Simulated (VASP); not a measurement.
Write the native input for VASP 6.6.1 that does the following.

* Task: single point
* Functional: LDA
* Potentials or basis: VASP PAW LDA potentials, release 64 (Cu, Al)
* Cutoff: 520 eV
* k mesh: 7 × 7 × 9
* Occupations: fermi-dirac, width 0.05 eV
* Spin: no spin polarisation
* Dipole correction: no
* Further INCAR settings: ALGO = Fast; EDIFF = 1e-06; NBANDS = 16

The structure of Al2Cu lies in POSCAR:

```
Al2Cu
1.0
    4.0776296128      0.0000000000      0.0000000000
    0.0000000000      4.0776296128      0.0000000000
    0.0000000000      0.0000000000      2.8719076301
Cu Al
1 2
Direct
    0.0000000000      0.0000000000      0.0000000000
    0.0000000000      0.5000000000      0.5000000000
    0.5000000000      0.0000000000      0.5000000000
```

This cell differs from its parent crystal: volume scaled by 0.98.

These files were run (other wordings do the same):

INCAR

```
PREC = Accurate
ENCUT = 520
EDIFF = 1E-6
ISMEAR = -1
SIGMA = 0.05
LREAL = F
LASPH = T
NELM = 80
ALGO = Fast
ISIF = 2
LWAVE = F
LCHARG = T
LELF = T
LVHAR = T
NBANDS = 16
```

KPOINTS

```
Automatic mesh
0
Gamma
  7 7 9
```

Potentials or basis: VASP PAW LDA potentials, release 64 (Cu, Al).

Launch:

```console
$ cat potpaw_LDA.64/Cu/POTCAR potpaw_LDA.64/Al/POTCAR > POTCAR
$ mpirun -np 1 vasp_std > vasp.out
```

Results of the run:

```json
{
 "Pressure": "-3.2 GPa"
}
```

It took 30 s on 1 thread of Intel(R) Xeon(R) 6975P-C (Granite Rapids), on a shared host, peak memory 0.16 GiB.
